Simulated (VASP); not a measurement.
# C (P6_3/mmc) in VASP: a series of runs

C is run at these levels: revPBE; tasks: single point.

All numbers are computed with VASP 6.6.1; they aren't measurements. Logs are shortened: lines on timing, memory, paths and dates and some standing lists are left out, and cuts for length are marked.

### Step 1. The cell of the first run

Symmetry: P6_3/mmc, No. 194, hexagonal system. Conventional cell: a = 1.657 Å, b = 1.657 Å, c = 8.948 Å, α = 90.00°, β = 90.00°, γ = 120.00°. Within 2.2 Å of C (site symmetry -6m2) lie 6 C at 1.66 Å.

### Step 2. Single point, revPBE (volume scaled by 0.88)

Input file INCAR:

```
SYSTEM = C
  ALGO = Normal
  EDIFF = 1E-6
  ENCUT = 520
  GGA = RE
  ISIF = 2
  ISMEAR = -1
  LASPH = .True.
  LCHARG = .False.
  LREAL = .False.
  LWAVE = .False.
  NBANDS = 11
  NELM = 100
  PREC = Accurate
  SIGMA = 0.1
```

Input file KPOINTS:

```
k-points
0
Gamma
  23 23 4
  0 0 0
```

Input file POSCAR:

```
C
1.0
    1.6566385052      0.0000000000      0.0000000000
   -0.8283192526      1.4346910304      0.0000000000
    0.0000000000      0.0000000000      8.9475670935
C
2
Direct
    0.3333333333      0.6666666667      0.2500000000
    0.6666666667      0.3333333333      0.7500000000
```

Potentials or basis: VASP PAW PBE potentials, release 64 (C).

The run is started by

```console
> cat potpaw_PBE.64/C/POTCAR > POTCAR
> mpirun -np 1 vasp_std > vasp.out
```

OUTCAR:

```text
SYSTEM = C
   EDIFF = 1E-6
   ENCUT = 520
   GGA = RE
   ISIF = 2
   ISMEAR = -1
   LASPH = .True.
   LREAL = .False.
   NELM = 100
   PREC = Accurate

 ion  position               nearest neighbor table
   1  0.333  0.667  0.250-
   2  0.667  0.333  0.750-

  LATTYP: Found a hexagonal cell.
 ALAT       =     1.6566385052
 C/A-ratio  =     5.4010377432

  Lattice vectors:

 A1 = (   1.6566385052,   0.0000000000,   0.0000000000)
 A2 = (  -0.8283192526,   1.4346910304,   0.0000000000)
 A3 = (   0.0000000000,   0.0000000000,   8.9475670935)

Analysis of symmetry for initial positions (statically):
=====================================================================
 Subroutine PRICEL returns:
 Original cell was already a primitive cell.

 Routine SETGRP: Setting up the symmetry group for a
 hexagonal supercell.

 Subroutine GETGRP returns: Found 24 space group operations
 (whereof 12 operations were pure point group operations)
 out of a pool of 24 trial point group operations.

The static configuration has the point symmetry D_3d.
 The point group associated with its full space group is D_6h.

Analysis of symmetry for dynamics (positions and initial velocities):
=====================================================================
 Subroutine PRICEL returns:
 Original cell was already a primitive cell.

 Routine SETGRP: Setting up the symmetry group for a
 hexagonal supercell.

 Subroutine GETGRP returns: Found 24 space group operations
 (whereof 12 operations were pure point group operations)
 out of a pool of 24 trial point group operations.

The dynamic configuration has the point symmetry D_3d.
 The point group associated with its full space group is D_6h.

 Subroutine INISYM returns: Found 24 space group operations
 (whereof 12 operations are pure point group operations),
 and found     1 'primitive' translations

----------------------------------------------------------------------------------------

                                     Primitive cell

  volume of cell :      21.2663

  direct lattice vectors                    reciprocal lattice vectors
     1.656638505  0.000000000  0.000000000     0.603631991  0.348507093  0.000000000
    -0.828319253  1.434691030  0.000000000     0.000000000  0.697014186  0.000000000
     0.000000000  0.000000000  8.947567094     0.000000000  0.000000000  0.111762224

  length of vectors
     1.656638505  1.656638505  8.947567094     0.697014186  0.697014186  0.111762224

  position of ions in fractional coordinates (direct lattice)
     0.333333333  0.666666667  0.250000000
     0.666666667  0.333333333  0.750000000

  ion indices of the primitive-cell ions
   primitive index   ion index
                 1           1
                 2           2

----------------------------------------------------------------------------------------

 KPOINTS: k-points

Automatic generation of k-mesh.
 Grid dimensions read from file:
 generate k-points for:   23   23    4

 Generating k-lattice:

  Cartesian coordinates                     Fractional coordinates (reciprocal lattice)
     0.026244869  0.015152482  0.000000000     0.043478261  0.000000000  0.000000000
     0.000000000  0.030304965  0.000000000     0.000000000  0.043478261  0.000000000
     0.000000000  0.000000000  0.027940556     0.000000000  0.000000000  0.250000000

  Length of vectors
     0.030304965  0.030304965  0.027940556

  Shift w.r.t. Gamma in fractional coordinates (k-lattice)
     0.000000000  0.000000000  0.000000000

 Subroutine IBZKPT returns following result:
 ===========================================

 Found    168 irreducible k-points:

 Following reciprocal coordinates:
            Coordinates               Weight
  0.000000  0.000000  0.000000      1.000000
  0.043478 -0.000000  0.000000      6.000000
  0.086957  0.000000  0.000000      6.000000
  0.130435 -0.000000  0.000000      6.000000
  0.173913 -0.000000  0.000000      6.000000
  0.217391  0.000000  0.000000      6.000000
[... 16 lines left out ...]
  0.478261  0.043478  0.000000      6.000000
  0.086957  0.086957  0.000000      6.000000
 [... further k-points ...]
   k-points           NKPTS =    168   k-points in BZ     NKDIM =    168   number of bands    NBANDS=     11
   number of dos      NEDOS =    301   number of ions     NIONS =      2
   total plane-waves  NPLWV =  10080
   dimension x,y,z NGX =    12 NGY =   12 NGZ =   70
   dimension x,y,z NGXF=    24 NGYF=   24 NGZF=  140
   ions per type =               2
   NGX,Y,Z   is equivalent  to a cutoff of  12.04, 12.04, 13.01 a.u.
   NGXF,Y,Z  is equivalent  to a cutoff of  24.08, 24.08, 26.01 a.u.
 SYSTEM =  C
   PREC   = accura    normal or accurate (medium, high low for compatibility)
   ISTART =      0    job   : 0-new  1-cont  2-samecut
   ICHARG =      2    charge: 1-file 2-atom 10-const
   ISPIN  =      1    spin polarized calculation?
   LNONCOLLINEAR =      F non collinear calculations
   LSORBIT =      F    spin-orbit coupling
   LASPH  =      T    aspherical Exc in radial PAW
   ENCUT  =  520.0 eV  38.22 Ry    6.18 a.u.   3.08  3.08 16.64*2*pi/ulx,y,z
   NELM   =    100;   NELMIN=  2; NELMDL= -5     # of ELM steps
   EDIFF  = 0.1E-05   stopping-criterion for ELM
   LREAL  =      F    real-space projection
   EDIFFG = 0.1E-04   stopping-criterion for IOM
   NSW    =      0    number of steps for IOM
   IBRION =     -1    ionic relax: 0-MD 1-quasi-New 2-CG
   NFREE  =      0    steps in history (QN), initial steepest desc. (CG)
   ISIF   =      2    stress and relaxation
   ISYM   =      2    0-nonsym 1-usesym 2-fastsym
   POTIM  = 0.5000    time-step for ionic-motion
   TEBEG  =    0.0;   TEEND  =   0.0 temperature during run
   PSTRESS=    0.0 pullay stress
   NELECT =       8.0000    total number of electrons
   NUPDOWN=      -1.0000    fix difference up-down
   EMIN   =  10.00;   EMAX   =-10.00  energy-range for DOS
   EFERMI =   0.00;   METHOD = LEGACY
   ISMEAR =    -1;   SIGMA  =   0.10  broadening in eV -4-tet -1-fermi 0-gaus
   EFERMI_NEDOS =   21; number of points for ismear=-14 and -15
   IALGO  =     38    algorithm
   IMIX   =      4    mixing-type and parameters
     AMIX     =   0.40;   BMIX     =  1.00
     AMIX_MAG =   1.60;   BMIX_MAG =  1.00
  volume/ion in A,a.u.               =      10.63        71.76
  Fermi-wavevector in a.u.,A,eV,Ry     =   1.181792  2.233263 19.002344  1.396633
  Thomas-Fermi vector in A             =   2.318059
   LORBIT       =      0    0 simple, 1 ext, 2 COOP (PROOUT), +10 PAW based schemes
   GGA     = RE    functional components
   LHFCALC =     F    Hartree Fock is set to
   AEXX    =    0.0000 exact exchange contribution
   IVDW    =     0    specifies the selected vdW correction
   LEPSILON=     F    determine dielectric tensor
   LRPA    =     F    only Hartree local field effects (RPA)
 non-spin polarized calculation
  energy-cutoff  :      520.00
  volume of cell :       21.27
 maximum number of plane-waves:       597
   NGX =  7   NGY =  7   NGZ = 33

 number of electron       7.9999999 magnetization

 Free energy of the ion-electron system (eV)
  ---------------------------------------------------
  ext. energy  EPLUGINS =         0.00000000
  ---------------------------------------------------
  free energy    TOTEN  =        -9.79912036 eV

  energy without entropy =       -9.78723735  energy(sigma->0) =       -9.79317885

 E-fermi :   4.3353     XC(G=0):  -8.7930

 val. band max:        4.3109563815   @ k =   0.3478   0.0870   0.2500
 cond. band min:       4.3659447619   @ k =   0.3478   0.0870   0.5000
 fundamental gap:      0.0549883805
 Fermi energy:         4.3352853215

 k-point     1 :       0.0000    0.0000    0.0000
  band No.  band energies     occupation
      1     -18.4456      2.00000
      2     -18.4312      2.00000
      3      -5.4444      2.00000
      4      -5.1753      2.00000
      5       6.5726      0.00000
      6       9.7872      0.00000
      7      12.3183      0.00000
      8      19.2488      0.00000
      9      22.5064      0.00000
     10      22.5071      0.00000
     11      22.5076      0.00000

 k-point     2 :       0.0435   -0.0000    0.0000
  band No.  band energies     occupation
      1     -18.3438      2.00000
      2     -18.3294      2.00000
      3      -5.3179      2.00000
      4      -5.0496      2.00000
      5       6.7004      0.00000
      6       9.9180      0.00000
      7      12.4212      0.00000
      8      19.3656      0.00000
      9      22.0119      0.00000
     10      22.1836      0.00000
     11      22.3040      0.00000

 k-point     3 :       0.0870    0.0000    0.0000
  band No.  band energies     occupation
      1     -18.0387      2.00000
      2     -18.0248      2.00000
      3      -4.9392      2.00000
      4      -4.6735      2.00000
      5       7.0822      0.00000
      6      10.3098      0.00000
      7      12.7177      0.00000
      8      19.7123      0.00000
      9      20.7988      0.00000
     10      21.2177      0.00000
     11      21.7316      0.00000

 k-point     4 :       0.1304   -0.0000    0.0000
  band No.  band energies     occupation
      1     -17.5314      2.00000
      2     -17.5180      2.00000
      3      -4.3107      2.00000
      4      -4.0495      2.00000
      5       7.7110      0.00000
      6      10.9603      0.00000
      7      13.1502      0.00000
      8      19.0895      0.00000
      9      19.7529      0.00000
     10      20.2793      0.00000
     11      20.8921      0.00000

 k-point     5 :       0.1739   -0.0000    0.0000
  band No.  band energies     occupation
      1     -16.8240      2.00000
      2     -16.8113      2.00000
      3      -3.4375      2.00000
      4      -3.1827      2.00000
      5       8.5651      0.00000
      6      11.8647      0.00000
      7      13.4856      0.00000
      8      16.9851      0.00000
      9      18.1264      0.00000
     10      19.9075      0.00000
     11      19.9090      0.00000
[... 211 lines left out ...]
 k-point    21 :       0.3913    0.0435    0.0000
  band No.  band energies     occupation
      1      -9.7786      2.00000
      2      -9.7728      2.00000
      3       2.1736      2.00000
      4       2.1842      2.00000
      5       4.8898      0.00778
      6       5.0279      0.00196
      7      14.9697      0.00000
      8      14.9850      0.00000
      9      19.0162      0.00000
     10      19.1573      0.00000
     11      20.9803      0.00000

 k-point    22 :       0.4348    0.0435    0.0000
  band No.  band energies     occupation
      1      -8.4368      2.00000
      2      -8.4332      2.00000
      3       0.3168      2.00000
      4       0.3246      2.00000
      5       6.2982      0.00000
      6       6.3822      0.00000
      7      14.6960      0.00000
      8      14.6999      0.00000
      9      18.6062      0.00000
     10      19.2737      0.00000
     11      21.6284      0.00000

 k-point    23 :       0.4783    0.0435    0.0000
  band No.  band energies     occupation
      1      -7.8315      2.00000
      2      -7.8302      2.00000
      3      -0.4624      2.00000
      4      -0.4548      2.00000
      5       6.8917      0.00000
      6       6.9300      0.00000
      7      14.6029      0.00000
      8      14.6029      0.00000
      9      18.1302      0.00000
     10      18.5698      0.00000
     11      24.3595      0.00000

 k-point    24 :       0.0870    0.0870    0.0000
  band No.  band energies     occupation
      1     -17.2274      2.00000
      2     -17.2143      2.00000
      3      -3.9354      2.00000
      4      -3.6769      2.00000
      5       8.0849      0.00000
      6      11.3490      0.00000
      7      13.3835      0.00000
      8      18.6757      0.00000
      9      19.5260      0.00000
     10      19.7657      0.00000
     11      19.7659      0.00000

 [... further k-points ...]

------------------------ aborting loop because EDIFF is reached ----------------------------------------

  FORCE on cell =-STRESS in cart. coord.  units (eV):
  Direction    XX          YY          ZZ          XY          YZ          ZX
  --------------------------------------------------------------------------------------
  -------------------------------------------------------------------------------------
  Total        3.4283741      3.4283741      0.0381659     -0.0000000      0.0000000      0.0000000
  in kB      258.2900553    258.2900553      2.8753817     -0.0000000      0.0000000      0.0000000
  external PRESSURE =     173.1518307 kB  Pullay stress =       0.0000000 kB

 VOLUME and BASIS-vectors are now :
 -----------------------------------------------------------------------------
  energy-cutoff  :      520.00
  volume of cell :       21.27
      direct lattice vectors                 reciprocal lattice vectors
     1.656638505  0.000000000  0.000000000     0.603631991  0.348507093  0.000000000
    -0.828319253  1.434691030  0.000000000     0.000000000  0.697014186  0.000000000
     0.000000000  0.000000000  8.947567094     0.000000000  0.000000000  0.111762224

 POSITION                                       TOTAL-FORCE (eV/Angst)
 -----------------------------------------------------------------------------------
     -0.00000      0.95646      2.23689         0.000000     -0.000000      0.000000
      0.82832      0.47823      6.71068        -0.000000      0.000000      0.000000
 -----------------------------------------------------------------------------------
    total drift:                               -0.000000      0.000000     -0.000000

  FREE ENERGIE OF THE ION-ELECTRON SYSTEM (eV)
  ---------------------------------------------------
  free  energy   TOTEN  =        -9.7991203556 eV

  energy  without entropy=       -9.7872373536  energy(sigma->0) =       -9.79317885
```

It took 16 s on 1 thread of Intel Xeon Platinum 8488C (Sapphire Rapids), shared host; peak memory 0.14 GiB.

What came out:

```yaml
Free_energy: -9.7991 eV
Pressure: 17.3 GPa
Band_gap_on_the_k_mesh: zero (band 4 reaches 5.06 eV, above the bottom of band 5 at 3.97 eV)
```

Stress tensor (GPa, compression positive):
```
25.83  0.00  0.00
 0.00 25.83  0.00
 0.00  0.00  0.29
```

Caveat: the cell differs from its parent crystal (volume scaled by 0.88); the PAW data sets were made with another functional, which shifts forces and pressure a little; this functional lacks dispersion, which binds the layers, so the pressure and a relaxed spacing across them are unreliable.

### Step 3. Single point, revPBE

This run uses another cell than the first one, of 12.08 Å³/atom, 1.136 times its volume.

Input file INCAR:

```
SYSTEM = C
PREC = Accurate
ENCUT = 520
EDIFF = 1E-6
ISMEAR = -1
SIGMA = 0.1
LREAL = .False.
LASPH = .True.
NELM = 100
ALGO = Normal
ISIF = 2
LWAVE = .False.
LCHARG = .True.
GGA = RE
LELF = .True.
LVHAR = .True.
NBANDS = 11
```

Input file KPOINTS:

```
regular mesh
0
Gamma
  17 17 9
  0 0 0
```

Input file POSCAR:

```
C
1.0
    1.7287553112      0.0000000000      0.0000000000
   -0.8643776556      1.4971460164      0.0000000000
    0.0000000000      0.0000000000      9.3370726845
C
2
Direct
    0.3333333333      0.6666666667      0.2500000000
    0.6666666667      0.3333333333      0.7500000000
```

Potentials or basis: VASP PAW PBE potentials, release 64 (C).

The run is started by

```console
> cat potpaw_PBE.64/C/POTCAR > POTCAR
> mpirun -np 1 vasp_std > vasp.out
```

It took 19 s on 1 thread of Intel Xeon Platinum 8488C (Sapphire Rapids), shared host; peak memory 0.15 GiB.

Results (log left out):

```yaml
Free_energy: -9.9510 eV
Pressure: -0.2 GPa
Band_gap_on_the_k_mesh: zero (band 4 reaches 3.79 eV, above the bottom of band 5 at 2.80 eV)
```

Stress tensor (GPa, compression positive):
```
-0.34  0.00  0.00
 0.00 -0.34  0.00
 0.00  0.00  0.20
```

Levels at points of the mesh, in eV from the Fermi level:
| k point | band 1 | band 2 | band 3 | band 4 | band 5 | band 6 | band 7 | band 8 |
| --- | --- | --- | --- | --- | --- | --- | --- | --- |
| (0.00, 0.00, 0.00) | -21.03 | -21.02 | -8.40 | -8.18 | 2.93 | 5.79 | 8.17 | 14.34 |

Caveat: the PAW data sets were made with another functional, which shifts forces and pressure a little; this functional lacks dispersion, which binds the layers, so the pressure and a relaxed spacing across them are unreliable.
